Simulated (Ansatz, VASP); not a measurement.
# Two plane-wave programs on Zr

```
Zr
1.0
     3.32896    0.00000    0.00000
    -1.66448    2.79899    0.00000
     0.00000    0.00000    5.14700
Zr
2
Cartesian
  0.0000 1.8660 1.2868
  1.6645 0.9330 3.8603
```

Change from the starting cell: strain +0.0300 x Voigt [1, 0, 0, 0, 0, 0], atoms carried along.

Alike in both runs: task single point; functional PBEsol; k mesh 18 × 18 × 10; occupations gaussian, width 0.15 eV; no spin polarisation.

|  | VASP | Ansatz |
| --- | --- | --- |
| version | VASP 6.6.1 | Ansatz 0.2.0 |
| potentials or method | VASP PAW PBE potentials, release 64 (Zr_sv), cutoff 520 eV | scalar-relativistic, plane waves, PAW |
| valence electrons in the cell | 24 | 24 |

|  | VASP | Ansatz | Ansatz less VASP |
| --- | --- | --- | --- |
| gap on the k mesh at the Fermi level (eV) | none | none | - |
| pressure (GPa) | -5.7 | -5.7 | -0.04 |
| traceless stress, the component that is largest in VASP (GPa) | -1.64 | -1.64 | +0.004 |
| rms of the force components (eV/Å) | 0.033 | 0.033 | +0.0001 |

VASP's potentials were made for PBE, not for PBEsol. Atom by atom the forces differ by 0.000 eV/Å (rms over components). A gap of «none» marks a metal or a gap that the smearing closes.
